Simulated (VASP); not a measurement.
# CaSe (I-4m2) in VASP: settings compared

Aim: see how the results for CaSe move with the level of theory and the settings. Levels: PBE, r2SCAN. Tasks: single point.

Program: VASP 6.6.1. These are calculated values, not measurements. Logs are shortened: lines on timing, memory, paths and dates and some standing lists are left out, and cuts for length are marked.

### 1 The cell of the first run

Symmetry: I-4m2, No. 119, tetragonal system. The conventional cell has a = 4.824 Å, b = 4.824 Å, c = 6.026 Å, α = 90.00°, β = 90.00°, γ = 90.00°. Ca (site symmetry -4m2) has 4 Se at 2.84 Å within 3.7 Å. Within 3.7 Å of Se (site symmetry -4m2) lie 4 Ca at 2.84 Å.

### 2 Single point, PBE (epitaxial xy strain +4.0%)

The input, INCAR:

```
PREC = Accurate ; ENCUT = 520
EDIFF = 1E-6 ; ISMEAR = -1
SIGMA = 0.02 ; LREAL = F
LASPH = T ; NELM = 60
ALGO = Normal ; ISIF = 2
LWAVE = F ; LCHARG = F
GGA = PE ; NBANDS = 15
```

The input, KPOINTS:

```
Automatic mesh
0
Gamma
  6 6 6
```

The input, POSCAR:

```
CaSe
1.0
    0.0000000000      3.4113997380      3.0131021952
    3.4113997380      0.0000000000      3.0131021952
    3.4113997380      3.4113997380      0.0000000000
Ca Se
1 1
Direct
    0.0000000000      0.0000000000      0.0000000000
    0.2500000000      0.2500000000      0.2500000000
```

Potentials or basis: VASP PAW PBE potentials, release 64 (Ca_sv, Se).

Started as:

```bash
cat potpaw_PBE.64/Ca_sv/POTCAR potpaw_PBE.64/Se/POTCAR > POTCAR
mpirun -np 1 vasp_std > vasp.out
```

OUTCAR:

```text
PREC = Accurate
   ENCUT = 520
   EDIFF = 1E-6
   ISMEAR = -1
   LREAL = F
   LASPH = T
   NELM = 60
   ISIF = 2
   GGA = PE

 ion  position               nearest neighbor table
   1  0.000  0.000  0.000-   2 2.84   2 2.84   2 2.84   2 2.84
   2  0.250  0.250  0.250-   1 2.84   1 2.84   1 2.84   1 2.84

  LATTYP: Found a body centered tetragonal cell.
 ALAT       =     4.8244477762
 C/A-ratio  =     1.2490972377

  Lattice vectors:

 A1 = (   0.0000000000,  -3.4113997380,  -3.0131021952)
 A2 = (   0.0000000000,   3.4113997380,  -3.0131021952)
 A3 = (   3.4113997380,   0.0000000000,   3.0131021952)

Analysis of symmetry for initial positions (statically):
=====================================================================
 Subroutine PRICEL returns:
 Original cell was already a primitive cell.

 Routine SETGRP: Setting up the symmetry group for a
 body centered tetragonal supercell.

 Subroutine GETGRP returns: Found  8 space group operations
 (whereof  8 operations were pure point group operations)
 out of a pool of 16 trial point group operations.

The static configuration has the point symmetry D_2d.

Analysis of symmetry for dynamics (positions and initial velocities):
=====================================================================
 Subroutine PRICEL returns:
 Original cell was already a primitive cell.

 Routine SETGRP: Setting up the symmetry group for a
 body centered tetragonal supercell.

 Subroutine GETGRP returns: Found  8 space group operations
 (whereof  8 operations were pure point group operations)
 out of a pool of 16 trial point group operations.

The dynamic configuration has the point symmetry D_2d.

 Subroutine INISYM returns: Found  8 space group operations
 (whereof  8 operations are pure point group operations),
 and found     1 'primitive' translations

----------------------------------------------------------------------------------------

                                     Primitive cell

  volume of cell :      70.1308

  direct lattice vectors                    reciprocal lattice vectors
     0.000000000  3.411399738  3.013102195    -0.146567403  0.146567403  0.165941932
     3.411399738  0.000000000  3.013102195     0.146567403 -0.146567403  0.165941932
     3.411399738  3.411399738  0.000000000     0.146567403  0.146567403 -0.165941932

  length of vectors
     4.551530843  4.551530843  4.824447776     0.265519739  0.265519739  0.265519739

  position of ions in fractional coordinates (direct lattice)
     0.000000000  0.000000000  0.000000000
     0.250000000  0.250000000  0.250000000

  ion indices of the primitive-cell ions
   primitive index   ion index
                 1           1
                 2           2

----------------------------------------------------------------------------------------

 KPOINTS: Automatic mesh

Automatic generation of k-mesh.
 Grid dimensions read from file:
 generate k-points for:    6    6    6

 Generating k-lattice:

  Cartesian coordinates                     Fractional coordinates (reciprocal lattice)
    -0.024427900  0.024427900  0.027656989     0.166666667  0.000000000  0.000000000
     0.024427900 -0.024427900  0.027656989     0.000000000  0.166666667  0.000000000
     0.024427900  0.024427900 -0.027656989     0.000000000  0.000000000  0.166666667

  Length of vectors
     0.044253290  0.044253290  0.044253290

  Shift w.r.t. Gamma in fractional coordinates (k-lattice)
     0.000000000  0.000000000  0.000000000

 Subroutine IBZKPT returns following result:
 ===========================================

 Found     30 irreducible k-points:

 Following reciprocal coordinates:
            Coordinates               Weight
  0.000000  0.000000  0.000000      1.000000
  0.166667 -0.000000  0.000000      8.000000
  0.333333  0.000000  0.000000      8.000000
  0.500000 -0.000000  0.000000      4.000000
  0.166667  0.166667  0.000000      2.000000
  0.333333  0.166667  0.000000      8.000000
[... 16 lines left out ...]
  0.333333  0.000000  0.333333      4.000000
  0.500000 -0.000000  0.333333     16.000000
 [... further k-points ...]
   k-points           NKPTS =     30   k-points in BZ     NKDIM =     30   number of bands    NBANDS=     15
   number of dos      NEDOS =    301   number of ions     NIONS =      2
   total plane-waves  NPLWV =  46656
   dimension x,y,z NGX =    36 NGY =   36 NGZ =   36
   dimension x,y,z NGXF=    72 NGYF=   72 NGZF=   72
   ions per type =               1   1
   NGX,Y,Z   is equivalent  to a cutoff of  13.15, 13.15, 12.41 a.u.
   NGXF,Y,Z  is equivalent  to a cutoff of  26.30, 26.30, 24.81 a.u.
 SYSTEM =  unknown system
   PREC   = accura    normal or accurate (medium, high low for compatibility)
   ISTART =      0    job   : 0-new  1-cont  2-samecut
   ICHARG =      2    charge: 1-file 2-atom 10-const
   ISPIN  =      1    spin polarized calculation?
   LNONCOLLINEAR =      F non collinear calculations
   LSORBIT =      F    spin-orbit coupling
[... 31 lines left out ...]
   IVDW    =     0    specifies the selected vdW correction
   LEPSILON=     F    determine dielectric tensor
   LRPA    =     F    only Hartree local field effects (RPA)
 non-spin polarized calculation
  energy-cutoff  :      520.00
  volume of cell :       70.13
 maximum number of plane-waves:      1906
 NGX is ok and might be reduce to    36
   NGX = 17   NGY = 17   NGZ = 17

 number of electron      16.0000003 magnetization

 Free energy of the ion-electron system (eV)
  ---------------------------------------------------
  ext. energy  EPLUGINS =         0.00000000
  ---------------------------------------------------
  free energy    TOTEN  =        -8.96243060 eV

  energy without entropy =       -8.96243060  energy(sigma->0) =       -8.96243060

 E-fermi :   0.3567     XC(G=0):  -7.6555

 val. band max:       -0.1263732531   @ k =   0.5000  -0.0000   0.0000
 cond. band min:       2.9228460458   @ k =   0.0000   0.0000   0.0000
 fundamental gap:      3.0492192989
 Fermi energy:         0.3567076593

 k-point     1 :       0.0000    0.0000    0.0000
  band No.  band energies     occupation
      1     -39.3457      2.00000
      2     -20.3830      2.00000
      3     -20.3502      2.00000
      4     -20.3502      2.00000
      5     -10.5983      2.00000
      6      -0.3700      2.00000
      7      -0.3700      2.00000
      8      -0.2536      2.00000
      9       2.9228      0.00000
     10       4.7928      0.00000
     11       5.3778      0.00000
     12       6.9020      0.00000
     13       6.9020      0.00000
     14       7.3048      0.00000
     15       8.7186      0.00000

 k-point     2 :       0.1667   -0.0000    0.0000
  band No.  band energies     occupation
      1     -39.3453      2.00000
      2     -20.3887      2.00000
      3     -20.3566      2.00000
      4     -20.3522      2.00000
      5     -10.5325      2.00000
      6      -0.7557      2.00000
      7      -0.3805      2.00000
      8      -0.2433      2.00000
      9       3.6887      0.00000
     10       4.7441      0.00000
     11       5.2266      0.00000
     12       6.5078      0.00000
     13       6.9643      0.00000
     14       7.1731      0.00000
     15       8.1893      0.00000

 k-point     3 :       0.3333    0.0000    0.0000
  band No.  band energies     occupation
      1     -39.3444      2.00000
      2     -20.4046      2.00000
      3     -20.3647      2.00000
      4     -20.3563      2.00000
      5     -10.3995      2.00000
      6      -1.2993      2.00000
      7      -0.4088      2.00000
      8      -0.1621      2.00000
      9       4.6558      0.00000
     10       4.8727      0.00000
     11       5.2304      0.00000
     12       5.7262      0.00000
     13       6.5644      0.00000
     14       6.7039      0.00000
     15       7.9062      0.00000
[... 343 lines left out ...]
 k-point    23 :       0.3333    0.0000    0.3333
  band No.  band energies     occupation
      1     -39.3441      2.00000
      2     -20.3943      2.00000
      3     -20.3871      2.00000
      4     -20.3555      2.00000
      5     -10.3423      2.00000
      6      -1.4037      2.00000
      7      -0.3012      2.00000
      8      -0.1530      2.00000
      9       3.5500      0.00000
     10       5.0285      0.00000
     11       5.7975      0.00000
     12       5.8854      0.00000
     13       6.2822      0.00000
     14       6.3457      0.00000
     15       8.8272      0.00000

 k-point    24 :       0.5000   -0.0000    0.3333
  band No.  band energies     occupation
      1     -39.3436      2.00000
      2     -20.4030      2.00000
      3     -20.3890      2.00000
      4     -20.3589      2.00000
      5     -10.2753      2.00000
      6      -1.4411      2.00000
      7      -0.4546      2.00000
      8      -0.1882      2.00000
      9       3.5101      0.00000
     10       4.7295      0.00000
     11       5.5540      0.00000
     12       5.9921      0.00000
     13       6.2691      0.00000
     14       7.3229      0.00000
     15       8.8739      0.00000

 [... further k-points ...]

------------------------ aborting loop because EDIFF is reached ----------------------------------------

  FORCE on cell =-STRESS in cart. coord.  units (eV):
  Direction    XX          YY          ZZ          XY          YZ          ZX
  --------------------------------------------------------------------------------------
  -------------------------------------------------------------------------------------
  Total        0.1746136      0.1746136      0.2124757      0.0000000      0.0000000      0.0000000
  in kB        3.9891422      3.9891422      4.8541233      0.0000000      0.0000000      0.0000000
  external PRESSURE =       4.2774692 kB  Pullay stress =       0.0000000 kB

 VOLUME and BASIS-vectors are now :
 -----------------------------------------------------------------------------
  energy-cutoff  :      520.00
  volume of cell :       70.13
      direct lattice vectors                 reciprocal lattice vectors
     0.000000000  3.411399738  3.013102195    -0.146567403  0.146567403  0.165941932
     3.411399738  0.000000000  3.013102195     0.146567403 -0.146567403  0.165941932
     3.411399738  3.411399738  0.000000000     0.146567403  0.146567403 -0.165941932

 POSITION                                       TOTAL-FORCE (eV/Angst)
 -----------------------------------------------------------------------------------
      0.00000      0.00000      0.00000         0.000000      0.000000     -0.000000
      1.70570      1.70570      1.50655        -0.000000     -0.000000      0.000000
 -----------------------------------------------------------------------------------
    total drift:                                0.000000      0.000000      0.000000

  FREE ENERGIE OF THE ION-ELECTRON SYSTEM (eV)
  ---------------------------------------------------
  free  energy   TOTEN  =        -8.9624305962 eV

  energy  without entropy=       -8.9624305962  energy(sigma->0) =       -8.96243060
```

It took 16 s on 1 thread of Intel Xeon Platinum 8488C (Sapphire Rapids), shared host; peak memory 0.21 GiB.

What came out:

| Item | Value |
| --- | --- |
| Free energy | -8.9624 eV |
| Pressure | 0.4 GPa |
| Band gap on the k mesh | 3.05 eV (least direct gap 3.18 eV) |

Stress tensor (GPa, compression positive):
```
0.40 0.00 0.00
0.00 0.40 0.00
0.00 0.00 0.49
```

Levels at points of the mesh, in eV from the valence-band top:
```tsv
k point	band 6	band 7	band 8	band 9	band 10	band 11
(0.00, 0.00, 0.00)	-0.24	-0.24	-0.13	3.05	4.92	5.50
(0.50, 0.00, 0.00)	-1.37	-0.30	0.00	4.94	5.25	5.37
(0.50, 0.50, 0.00)	-1.22	-0.38	-0.38	3.57	4.81	5.99
(0.50, 0.00, 0.50)	-1.48	-0.09	-0.04	3.36	4.75	5.92
```

Caveat: the cell differs from its parent crystal (epitaxial xy strain +4.0%); the structure was generated, so it needn't be the stable form of CaSe. A k mesh can miss the band edges.

### 3 Single point, PBE (uniaxial x strain +5.8%)

The input, INCAR:

```
ALGO = Normal
EDIFF = 1E-6
ENCUT = 520
GGA = PE
ISIF = 2
ISMEAR = -1
LASPH = True
LCHARG = False
LREAL = False
LWAVE = False
NBANDS = 15
NELM = 100
PREC = Accurate
SIGMA = 0.02
```

The input, KPOINTS:

```
k-points
0
Gamma
  6 6 6
```

The input, POSCAR:

```
CaSe
1.0
    0.0000000000      3.2795613709      3.2795613709
    3.4697759304      0.0000000000      3.2795613709
    3.4697759304      3.2795613709      0.0000000000
Ca Se
1 1
Direct
    0.0000000000      0.0000000000      0.0000000000
    0.2500000000      0.2500000000      0.2500000000
```

Potentials or basis: VASP PAW PBE potentials, release 64 (Ca_sv, Se).

Started as:

```bash
cat potpaw_PBE.64/Ca_sv/POTCAR potpaw_PBE.64/Se/POTCAR > POTCAR
mpirun -np 1 vasp_std > vasp.out
```

Wall time 19 s (1 thread of Intel Xeon Platinum 8488C (Sapphire Rapids), shared host); peak memory 0.21 GiB.

The run converged. Its results:

```yaml
Free_energy: -8.9547 eV
Pressure: -1.3 GPa
Band_gap_on_the_k_mesh: 2.94 eV (least direct gap 3.07 eV)
```

Stress tensor (GPa, compression positive):
```
-1.62  0.00  0.00
 0.00 -1.08  0.00
 0.00  0.00 -1.08
```

Levels at points of the mesh, in eV from the valence-band top:
```tsv
k point	band 5	band 6	band 7	band 8	band 9	band 10	band 11	band 12
(0.00, 0.00, 0.00)	-10.35	-0.21	-0.13	-0.13	2.94	5.02	5.28	6.82
(0.50, 0.00, 0.00)	-10.13	-1.24	-0.17	-0.01	4.86	5.19	5.28	5.53
(0.50, 0.50, 0.00)	-10.05	-1.21	-0.20	-0.17	3.48	4.74	5.81	5.85
(0.00, 0.50, 0.50)	-10.07	-1.33	-0.03	-0.03	3.40	4.76	5.78	5.78
```

Caveat: the cell differs from its parent crystal (uniaxial x strain +5.8%); the structure was generated, so it needn't be the stable form of CaSe.

### 4 Single point, PBE (biaxial xy strain +4.6%)

The input, INCAR:

```
ALGO = Normal
EDIFF = 1E-7
ENCUT = 520
GGA = PE
ISIF = 2
ISMEAR = -1
LASPH = T
LCHARG = F
LREAL = F
LWAVE = F
NBANDS = 15
NELM = 80
PREC = Accurate
SIGMA = 0.02
```

KPOINTS is that of step 3.

The input, POSCAR:

```
CaSe
1.0
    0.0000000000      3.4310771062      3.2795613709
    3.4310771062      0.0000000000      3.2795613709
    3.4310771062      3.4310771062      0.0000000000
Ca Se
1 1
Direct
    0.0000000000      0.0000000000      0.0000000000
    0.2500000000      0.2500000000      0.2500000000
```

Started as:

```bash
cat potpaw_PBE.64/Ca_sv/POTCAR potpaw_PBE.64/Se/POTCAR > POTCAR
mpirun -np 1 vasp_std > vasp.out
```

It took 20 s on 1 thread of Intel Xeon Platinum 8488C (Sapphire Rapids), shared host; peak memory 0.21 GiB.

The run converged. Its results:

| Quantity | Value |
| --- | --- |
| Free energy | -8.9302 eV |
| Pressure | -2.1 GPa |
| Band gap on the k mesh | 2.88 eV (least direct gap 2.95 eV) |

Stress tensor (GPa, compression positive):
```
-2.22  0.00  0.00
 0.00 -2.22  0.00
 0.00  0.00 -1.88
```

Levels at points of the mesh, in eV from the valence-band top:
| k point | band 5 | band 6 | band 7 | band 8 | band 9 | band 10 | band 11 | band 12 |
| --- | --- | --- | --- | --- | --- | --- | --- | --- |
| (0.00, 0.00, 0.00) | -10.28 | -0.13 | -0.13 | -0.07 | 2.88 | 5.01 | 5.19 | 6.79 |
| (0.50, 0.00, 0.00) | -10.08 | -1.17 | -0.11 | 0.00 | 4.81 | 5.18 | 5.20 | 5.41 |
| (0.50, 0.50, 0.00) | -10.01 | -1.11 | -0.18 | -0.18 | 3.52 | 4.71 | 5.74 | 5.75 |
| (0.50, 0.00, 0.50) | -10.02 | -1.20 | -0.08 | -0.05 | 3.45 | 4.71 | 5.71 | 5.74 |

Caveat: the cell differs from its parent crystal (biaxial xy strain +4.6%); the structure was generated, so it needn't be the stable form of CaSe. A k mesh can miss the band edges.

### 5 Single point, r2SCAN (epitaxial xy strain +4.0%)

The input, POSCAR:

```
CaSe
1.0
    0.0000000000      3.4113997380      3.0131021952
    3.4113997380      0.0000000000      3.0131021952
    3.4113997380      3.4113997380      0.0000000000
Ca Se
1 1
Direct
    0.0000000000      0.0000000000      0.0000000000
    0.2500000000      0.2500000000      0.2500000000
```

The input, INCAR.step1:

```
PREC     = Accurate       # precision mode
ENCUT    = 520            # plane-wave cutoff, eV
ISMEAR   = 0              # smearing method
SIGMA    = 0.01           # smearing width, eV
LREAL    = F              # projectors in reciprocal space
LASPH    = T              # aspherical terms in the spheres
NELM     = 60             # most SCF steps
NBANDS   = 15             # bands
GGA      = PE             # functional
ALGO     = Normal         # electronic algorithm
EDIFF    = 1E-4           # SCF threshold, eV
LWAVE    = T              # write WAVECAR
LCHARG   = F              # write CHGCAR
```

The input, INCAR.step2:

```
PREC     = Accurate       # precision mode
ENCUT    = 520            # plane-wave cutoff, eV
EDIFF    = 1E-6           # SCF threshold, eV
ISMEAR   = 0              # smearing method
SIGMA    = 0.01           # smearing width, eV
LREAL    = F              # projectors in reciprocal space
LASPH    = T              # aspherical terms in the spheres
NELM     = 60             # most SCF steps
ALGO     = Normal         # electronic algorithm
ISIF     = 2              # what is computed and relaxed
LWAVE    = F              # write WAVECAR
LCHARG   = F              # write CHGCAR
METAGGA  = R2SCAN         # meta-GGA
LMIXTAU  = T            
NBANDS   = 15             # bands
ISTART   = 1
```

The input, KPOINTS:

```
Automatic mesh
0
Gamma
  6 6 6
```

Started as:

```bash
cat potpaw_PBE.64/Ca_sv/POTCAR potpaw_PBE.64/Se/POTCAR > POTCAR
cp INCAR.step1 INCAR
mpirun -np 1 vasp_std > vasp.out
cp INCAR.step2 INCAR
mpirun -np 1 vasp_std > vasp.out
```

Wall time 68 s (1 thread of Intel Xeon Platinum 8488C (Sapphire Rapids), shared host); peak memory 0.23 GiB.

The run converged. Its results:

```yaml
Free_energy: -25.3554 eV
Pressure: 0.1 GPa
Band_gap_on_the_k_mesh: 3.53 eV (least direct gap 3.66 eV)
```

Stress tensor (GPa, compression positive):
```
0.02 0.00 0.00
0.00 0.02 0.00
0.00 0.00 0.12
```

Levels at points of the mesh, in eV from the valence-band top:
```
           k point  band 6  band 7  band 8  band 9  band 10  band 11
(0.00, 0.00, 0.00)   -0.25   -0.25   -0.13    3.53     5.46     6.08
(0.50, 0.00, 0.00)   -1.39   -0.31    0.00    5.46     5.79     5.91
(0.50, 0.50, 0.00)   -1.22   -0.40   -0.40    3.92     5.37     6.59
(0.50, 0.00, 0.50)   -1.48   -0.11   -0.06    3.72     5.31     6.49
```

Caveat: the cell differs from its parent crystal (epitaxial xy strain +4.0%); the structure was generated, so it needn't be the stable form of CaSe; the PAW data sets were made with another functional, which shifts forces and pressure a little.

### 6 The runs side by side

| level | cell | smearing | gap on the mesh (eV) | pressure (GPa) |
| --- | --- | --- | --- | --- |
| PBE | a = 4.552, b = 4.552, c = 4.824 Å, angles 58.0, 58.0, 64.0°, 2 atoms | fermi-dirac 0.02 eV | 3.05 | 0.4 |
| PBE | a = 4.638, b = 4.774, c = 4.774 Å, angles 58.1, 60.9, 60.9°, 2 atoms | fermi-dirac 0.02 eV | 2.94 | -1.3 |
| PBE | a = 4.746, b = 4.746, c = 4.852 Å, angles 59.3, 59.3, 61.5°, 2 atoms | fermi-dirac 0.02 eV | 2.88 | -2.1 |
| r2SCAN | a = 4.552, b = 4.552, c = 4.824 Å, angles 58.0, 58.0, 64.0°, 2 atoms | gaussian 0.01 eV | 3.53 | 0.1 |

Alike in all rows: task single point; potentials or basis VASP PAW PBE potentials, release 64 (Ca_sv, Se); no spin polarisation; k mesh 6 × 6 × 6; cutoff (eV) 520.

Caveats: the structure was generated, so it needn't be the stable form of CaSe; the PAW data sets were made with another functional, which shifts forces and pressure a little (at least some runs).

Absolute energies hang on the potentials; compare differences alone.
